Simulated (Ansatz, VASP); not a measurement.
Be in VASP and in Ansatz

File INCAR:

```
SYSTEM = Be
PREC     = Accurate       ! precision mode
ENCUT    = 520            ! plane-wave cutoff, eV
EDIFF    = 1E-6           ! SCF threshold, eV
ISMEAR   = -1             ! smearing method
SIGMA    = 0.1            ! smearing width, eV
LREAL    = .False.        ! projectors in reciprocal space
LASPH    = .True.         ! aspherical terms in the spheres
NELM     = 100            ! most SCF steps
ALGO     = Normal         ! electronic algorithm
ISIF     = 2              ! what is computed and relaxed
LWAVE    = .False.        ! write WAVECAR
LCHARG   = .False.        ! write CHGCAR
GGA      = RP             ! functional
NBANDS   = 7              ! bands
```

Contents of KPOINTS:

```
regular mesh
0
Gamma
  19 19 19
  0 0 0
```

POSCAR

```
Be
1.0
    0.0000000000      1.5721556471      1.5721556471
    1.5721556471      0.0000000000      1.5721556471
    1.5721556471      1.5721556471      0.0000000000
Be
1
Direct
    0.0000000000      0.0000000000      0.0000000000
```

Input for Ansatz:

```yaml
crystal:
  lattice:
    - [0.0, 1.5721556471, 1.5721556471]
    - [1.5721556471, 0.0, 1.5721556471]
    - [1.5721556471, 1.5721556471, 0.0]
  atoms:
    - { symbol: Be, position: [0.0, 0.0, 0.0] }
hamiltonian:
  xc: rpbe
  pseudopotentials:
    kind: paw
    azcp:
      Be: "pseudopotentials/Be.paw.azcp"
basis:
  ecutwfc: 420
  fft_grid_basis: typed
kpoints:
  mp_grid: { grid: [19, 19, 19], shift: [0, 0, 0] }
magnetization:
  spin_polarized: false
scf:
  occupations: { method: fermi_dirac, width: 0.1 }
  lower_state_search: "off"
output:
  stress: true
```

Alike in both runs: task single point; functional RPBE; k mesh 19 × 19 × 19; occupations fermi-dirac, width 0.1 eV; no spin polarisation.

|  | VASP | Ansatz |
| --- | --- | --- |
| version | VASP 6.6.1 | Ansatz 0.2.0 |
| potentials or method | VASP PAW PBE potentials, release 64 (Be), cutoff 520 eV | plane waves (420 eV) with PAW, scalar-relativistic |
| valence electrons in the cell | 2 | 2 |

|  | VASP | Ansatz | Ansatz less VASP |
| --- | --- | --- | --- |
| pressure (GPa) | 5.0 | 5.0 | -0.03 |

VASP's potentials were made for PBE, not for RPBE.
